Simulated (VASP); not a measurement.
# Al5InAs6 in VASP: further runs

The runs below take Al5InAs6 through single point, with PBE, r2SCAN.

All numbers are computed with VASP 6.6.1; they aren't measurements. Logs are shortened: lines on timing, memory, paths and dates and some standing lists are left out, and cuts for length are marked.

## 1. The cell of the first run

The structure is trigonal, space group P31m (No. 157). The conventional cell has a = 7.087 Å, b = 7.087 Å, c = 6.725 Å, α = 90.00°, β = 90.00°, γ = 120.00°. Within 3.3 Å of Al (site symmetry m) lie 4 As at 2.49 to 2.50 Å. Al (site symmetry 3) has 4 As at 2.46 to 2.49 Å within 3.2 Å. In (site symmetry 3m) has 4 As at 2.65 to 2.67 Å within 3.5 Å. As (site symmetry m) has 3 Al at 2.46 to 2.49 Å and 1 In at 2.65 Å within 3.2 Å. Within 3.3 Å of As (site symmetry 3) lie 4 Al at 2.49 to 2.50 Å. Within 3.3 Å of As (site symmetry 3m) lie 3 Al at 2.49 Å and 1 In at 2.67 Å.

## 2. Single point, PBE

File INCAR:

```
SYSTEM = Al5InAs6
ALGO = Normal
EDIFF = 1E-6
ENCUT = 520
GGA = PE
ISIF = 2
ISMEAR = 0
LASPH = .True.
LCHARG = .False.
LREAL = .False.
LWAVE = .False.
NBANDS = 41
NELM = 60
PREC = Accurate
SIGMA = 0.1
```

File KPOINTS:

```
k-points
0
Gamma
  2 3 3
  0 0 0
```

File POSCAR:

```
Al5InAs6
1.0
    0.0000000000      0.0000000000      6.7247279000
    7.0865126870     -0.0000000289      0.0000000000
   -3.5432563185      6.1371000257      0.0000000000
Al In As
5 1 6
Direct
    0.0002950000      0.3383250000      0.3383250000
    0.0002950000      1.0000000000      0.6616750000
    0.0002950000      0.6616750000      0.0000000000
    0.5008870000      0.6666666667      0.3333333333
    0.5008870000      0.3333333333      0.6666666667
    0.5018170000      0.0000000000      0.0000000000
    0.3697590000      0.3527930000      0.3527930000
    0.3697590000      1.0000000000      0.6472070000
    0.3697590000      0.6472070000      1.0000000000
    0.8718450000      0.6666666667      0.3333333333
    0.8718450000      0.3333333333      0.6666666667
    0.8985550000      0.0000000000      0.0000000000
```

Potentials or basis: VASP PAW PBE potentials, release 64 (Al, In_d, As).

Started as:

```bash
cat potpaw_PBE.64/Al/POTCAR potpaw_PBE.64/In_d/POTCAR potpaw_PBE.64/As/POTCAR > POTCAR
mpirun -np 1 vasp_std > vasp.out
```

OUTCAR:

```text
SYSTEM = Al5InAs6
   EDIFF = 1E-6
   ENCUT = 520
   GGA = PE
   ISIF = 2
   ISMEAR = 0
   LASPH = .True.
   LREAL = .False.
   NELM = 60
   PREC = Accurate

 ion  position               nearest neighbor table
   1  0.000  0.338  0.338-   7 2.49  12 2.49  10 2.50  11 2.50
   2  0.000  0.000  0.662-   8 2.49  12 2.49  11 2.50  10 2.50
   3  0.000  0.662  0.000-   9 2.49  12 2.49  10 2.50  11 2.50
   4  0.501  0.667  0.333-   9 2.46   8 2.46   7 2.46  10 2.49
   5  0.501  0.333  0.667-   8 2.46   9 2.46   7 2.46  11 2.49
   6  0.502  0.000  0.000-   9 2.65   7 2.65   8 2.65  12 2.67
   7  0.370  0.353  0.353-   4 2.46   5 2.46   1 2.49   6 2.65
   8  0.370  0.000  0.647-   5 2.46   4 2.46   2 2.49   6 2.65
   9  0.370  0.647  0.000-   4 2.46   5 2.46   3 2.49   6 2.65
  10  0.872  0.667  0.333-   4 2.49   3 2.50   2 2.50   1 2.50
  11  0.872  0.333  0.667-   5 2.49   2 2.50   3 2.50   1 2.50
  12  0.899  0.000  0.000-   3 2.49   1 2.49   2 2.49   6 2.67

  LATTYP: Found a hexagonal cell.
 ALAT       =     7.0865126870
 C/A-ratio  =     0.9489474156

  Lattice vectors:

 A1 = (   7.0865126870,  -0.0000000289,   0.0000000000)
 A2 = (  -3.5432563185,   6.1371000257,   0.0000000000)
 A3 = (   0.0000000000,   0.0000000000,   6.7247279000)

Analysis of symmetry for initial positions (statically):
=====================================================================
 Subroutine PRICEL returns:
 Original cell was already a primitive cell.

 Routine SETGRP: Setting up the symmetry group for a
 hexagonal supercell.

 Subroutine GETGRP returns: Found  6 space group operations
 (whereof  6 operations were pure point group operations)
 out of a pool of 24 trial point group operations.

The static configuration has the point symmetry C_3v.

Analysis of symmetry for dynamics (positions and initial velocities):
=====================================================================
 Subroutine PRICEL returns:
 Original cell was already a primitive cell.

 Routine SETGRP: Setting up the symmetry group for a
 hexagonal supercell.

 Subroutine GETGRP returns: Found  6 space group operations
 (whereof  6 operations were pure point group operations)
 out of a pool of 24 trial point group operations.

The dynamic configuration has the point symmetry C_3v.

 Subroutine INISYM returns: Found  6 space group operations
 (whereof  6 operations are pure point group operations),
 and found     1 'primitive' translations

----------------------------------------------------------------------------------------

                                     Primitive cell

  volume of cell :     292.4627

  direct lattice vectors                    reciprocal lattice vectors
     0.000000000  0.000000000  6.724727900     0.000000000  0.000000000  0.148704902
     7.086512687 -0.000000029  0.000000000     0.141113132  0.081471704  0.000000000
    -3.543256319  6.137100026  0.000000000     0.000000001  0.162943409  0.000000000

  length of vectors
     6.724727900  7.086512687  7.086512687     0.148704902  0.162943409  0.162943409

  position of ions in fractional coordinates (direct lattice)
     0.000295000  0.338325000  0.338325000
     0.000295000  0.000000000  0.661675000
     0.000295000  0.661675000  0.000000000
     0.500887000  0.666666667  0.333333333
     0.500887000  0.333333333  0.666666667
     0.501817000  0.000000000  0.000000000
     0.369759000  0.352793000  0.352793000
     0.369759000  0.000000000  0.647207000
     0.369759000  0.647207000  0.000000000
     0.871845000  0.666666667  0.333333333
     0.871845000  0.333333333  0.666666667
     0.898555000  0.000000000  0.000000000

  ion indices of the primitive-cell ions
   primitive index   ion index
                 1           1
                 2           2
                 3           3
                 4           4
                 5           5
                 6           6
                 7           7
                 8           8
                 9           9
                10          10
                11          11
                12          12

----------------------------------------------------------------------------------------

 KPOINTS: k-points

Automatic generation of k-mesh.
 Grid dimensions read from file:
 generate k-points for:    2    3    3

 Generating k-lattice:

  Cartesian coordinates                     Fractional coordinates (reciprocal lattice)
     0.000000000  0.000000000  0.074352451     0.500000000  0.000000000  0.000000000
     0.047037711  0.027157235  0.000000000     0.000000000  0.333333333  0.000000000
     0.000000000  0.054314470  0.000000000     0.000000000  0.000000000  0.333333333

  Length of vectors
     0.074352451  0.054314470  0.054314470

  Shift w.r.t. Gamma in fractional coordinates (k-lattice)
     0.000000000  0.000000000  0.000000000

 Subroutine IBZKPT returns following result:
 ===========================================

 Found      6 irreducible k-points:

 Following reciprocal coordinates:
            Coordinates               Weight
  0.000000  0.000000  0.000000      1.000000
  0.500000  0.000000  0.000000      1.000000
  0.000000  0.333333  0.000000      6.000000
  0.500000  0.333333  0.000000      6.000000
  0.000000  0.333333  0.333333      2.000000
  0.500000  0.333333  0.333333      2.000000
   k-points           NKPTS =      6   k-points in BZ     NKDIM =      6   number of bands    NBANDS=     41
   number of dos      NEDOS =    301   number of ions     NIONS =     12
   total plane-waves  NPLWV = 145800
   dimension x,y,z NGX =    50 NGY =   54 NGZ =   54
   dimension x,y,z NGXF=   100 NGYF=  108 NGZF=  108
   ions per type =               5   1   6
   NGX,Y,Z   is equivalent  to a cutoff of  12.36, 12.67, 12.67 a.u.
   NGXF,Y,Z  is equivalent  to a cutoff of  24.72, 25.34, 25.34 a.u.
 SYSTEM =  Al5InAs6
   PREC   = accura    normal or accurate (medium, high low for compatibility)
   ISTART =      0    job   : 0-new  1-cont  2-samecut
   ICHARG =      2    charge: 1-file 2-atom 10-const
   ISPIN  =      1    spin polarized calculation?
   LNONCOLLINEAR =      F non collinear calculations
   LSORBIT =      F    spin-orbit coupling
   LASPH  =      T    aspherical Exc in radial PAW
   ENCUT  =  520.0 eV  38.22 Ry    6.18 a.u.  12.50 13.18 13.18*2*pi/ulx,y,z
   NELM   =     60;   NELMIN=  2; NELMDL= -5     # of ELM steps
   EDIFF  = 0.1E-05   stopping-criterion for ELM
   LREAL  =      F    real-space projection
   EDIFFG = 0.1E-04   stopping-criterion for IOM
   NSW    =      0    number of steps for IOM
   IBRION =     -1    ionic relax: 0-MD 1-quasi-New 2-CG
   NFREE  =      0    steps in history (QN), initial steepest desc. (CG)
   ISIF   =      2    stress and relaxation
   ISYM   =      2    0-nonsym 1-usesym 2-fastsym
   POTIM  = 0.5000    time-step for ionic-motion
   TEBEG  =    0.0;   TEEND  =   0.0 temperature during run
   PSTRESS=    0.0 pullay stress
   NELECT =      58.0000    total number of electrons
   NUPDOWN=      -1.0000    fix difference up-down
   EMIN   =  10.00;   EMAX   =-10.00  energy-range for DOS
   EFERMI =   0.00;   METHOD = LEGACY
   ISMEAR =     0;   SIGMA  =   0.10  broadening in eV -4-tet -1-fermi 0-gaus
   EFERMI_NEDOS =   21; number of points for ismear=-14 and -15
   IALGO  =     38    algorithm
   IMIX   =      4    mixing-type and parameters
     AMIX     =   0.40;   BMIX     =  1.00
     AMIX_MAG =   1.60;   BMIX_MAG =  1.00
  volume/ion in A,a.u.               =      24.37       164.47
  Fermi-wavevector in a.u.,A,eV,Ry     =   0.954686  1.804095 12.400701  0.911426
  Thomas-Fermi vector in A             =   2.083455
   LORBIT       =      0    0 simple, 1 ext, 2 COOP (PROOUT), +10 PAW based schemes
   GGA     = PE    functional components
   LHFCALC =     F    Hartree Fock is set to
   AEXX    =    0.0000 exact exchange contribution
   IVDW    =     0    specifies the selected vdW correction
   LEPSILON=     F    determine dielectric tensor
   LRPA    =     F    only Hartree local field effects (RPA)
 non-spin polarized calculation
 Gauss-broadening in eV      SIGMA  =   0.10
  energy-cutoff  :      520.00
  volume of cell :      292.46
 maximum number of plane-waves:      7899
   NGX = 25   NGY = 27   NGZ = 27

 number of electron      58.0000003 magnetization

 Free energy of the ion-electron system (eV)
  ---------------------------------------------------
  ext. energy  EPLUGINS =         0.00000000
  ---------------------------------------------------
  free energy    TOTEN  =       -54.53774625 eV

  energy without entropy =      -54.53774625  energy(sigma->0) =      -54.53774625

 E-fermi :   4.2832     XC(G=0):  -8.9096

 val. band max:        3.7813932907   @ k =   0.0000   0.0000   0.0000
 cond. band min:       5.1322011424   @ k =   0.0000   0.0000   0.0000
 fundamental gap:      1.3508078517
 Fermi energy:         4.2831603809

 k-point     1 :       0.0000    0.0000    0.0000
  band No.  band energies     occupation
      1     -10.3618      2.00000
      2     -10.3614      2.00000
      3     -10.3614      2.00000
      4     -10.2466      2.00000
      5     -10.2466      2.00000
      6      -7.9692      2.00000
[... 33 lines left out ...]
     40       9.2085      0.00000
     41       9.2668      0.00000

 k-point     2 :       0.5000    0.0000    0.0000
  band No.  band energies     occupation
      1     -10.3617      2.00000
      2     -10.3617      2.00000
      3     -10.3580      2.00000
      4     -10.2468      2.00000
      5     -10.2468      2.00000
      6      -7.4320      2.00000
[... 165 lines left out ...]
     40       8.4802      0.00000
     41       8.4803      0.00000

 k-point     6 :       0.5000    0.3333    0.3333
  band No.  band energies     occupation
      1     -10.3629      2.00000
      2     -10.3629      2.00000
      3     -10.3553      2.00000
      4     -10.2469      2.00000
      5     -10.2469      2.00000
      6      -6.7674      2.00000
[... 33 lines left out ...]
     40       7.7622      0.00000
     41       7.7622      0.00000

------------------------ aborting loop because EDIFF is reached ----------------------------------------

  FORCE on cell =-STRESS in cart. coord.  units (eV):
  Direction    XX          YY          ZZ          XY          YZ          ZX
  --------------------------------------------------------------------------------------
  -------------------------------------------------------------------------------------
  Total        0.0945692      0.0945692      0.1569613     -0.0000000     -0.0000000     -0.0000000
  in kB        0.5180716      0.5180716      0.8598700     -0.0000000     -0.0000000     -0.0000000
  external PRESSURE =       0.6320044 kB  Pullay stress =       0.0000000 kB

 VOLUME and BASIS-vectors are now :
 -----------------------------------------------------------------------------
  energy-cutoff  :      520.00
  volume of cell :      292.46
      direct lattice vectors                 reciprocal lattice vectors
     0.000000000  0.000000000  6.724727900     0.000000000  0.000000000  0.148704902
     7.086512687 -0.000000029  0.000000000     0.141113132  0.081471704  0.000000000
    -3.543256319  6.137100026  0.000000000     0.000000001  0.162943409  0.000000000

 POSITION                                       TOTAL-FORCE (eV/Angst)
 -----------------------------------------------------------------------------------
      1.19877      2.07633      0.00198        -0.002871     -0.004972     -0.007337
     -2.34448      4.06077      0.00198        -0.002871      0.004972     -0.007337
      4.68897     -0.00000      0.00198         0.005741     -0.000000     -0.007337
      3.54326      2.04570      3.36833        -0.000000      0.000000      0.011968
      0.00000      4.09140      3.36833        -0.000000      0.000000      0.011968
      0.00000      0.00000      3.37458        -0.000000      0.000000      0.017780
      1.25004      2.16513      2.48653        -0.016898     -0.029268      0.006369
     -2.29322      3.97197      2.48653        -0.016898      0.029268      0.006369
      4.58644     -0.00000      2.48653         0.033795     -0.000000      0.006369
      3.54326      2.04570      5.86292        -0.000000      0.000000     -0.008467
      0.00000      4.09140      5.86292        -0.000000      0.000000     -0.008467
      0.00000      0.00000      6.04254        -0.000000      0.000000     -0.021877
 -----------------------------------------------------------------------------------
    total drift:                               -0.000000      0.000000      0.000164

  FREE ENERGIE OF THE ION-ELECTRON SYSTEM (eV)
  ---------------------------------------------------
  free  energy   TOTEN  =       -54.5377462511 eV

  energy  without entropy=      -54.5377462511  energy(sigma->0) =      -54.53774625
```

Wall time 61 s (1 thread of AMD EPYC 9R45 (Zen 5), shared host); peak memory 0.36 GiB.

What came out:

| Quantity | Value |
| --- | --- |
| Free energy | -54.5377 eV |
| Pressure | 0.1 GPa |
| Largest force | 0.034 eV/Å |
| Band gap on the k mesh | 1.35 eV, direct |

Forces in eV/Å, atoms in the order of the input:
```
Al  -0.003 -0.005 -0.007
Al  -0.003  0.005 -0.007
Al   0.006  0.000 -0.007
Al   0.000  0.000  0.012
Al   0.000  0.000  0.012
In   0.000  0.000  0.018
As  -0.017 -0.029  0.006
As  -0.017  0.029  0.006
As   0.034  0.000  0.006
As   0.000  0.000 -0.008
As   0.000  0.000 -0.008
As   0.000  0.000 -0.022
```

Levels at points of the mesh, in eV from the valence-band top:
| k point | band 26 | band 27 | band 28 | band 29 | band 30 | band 31 | band 32 | band 33 |
| --- | --- | --- | --- | --- | --- | --- | --- | --- |
| (0.00, 0.00, 0.00) | -0.97 | -0.16 | 0.00 | 0.00 | 1.35 | 1.47 | 2.31 | 2.31 |
| (0.50, 0.00, 0.00) | -0.68 | -0.68 | -0.39 | -0.39 | 2.05 | 2.12 | 2.41 | 2.62 |

Caveat: the k points lie up to 0.47 Å⁻¹ apart; spin-orbit coupling is left out, which moves the levels of the heavy elements. Expect the measured gap to be larger: semilocal functionals such as PBE lack the derivative discontinuity.

[end of part 1 of 2]
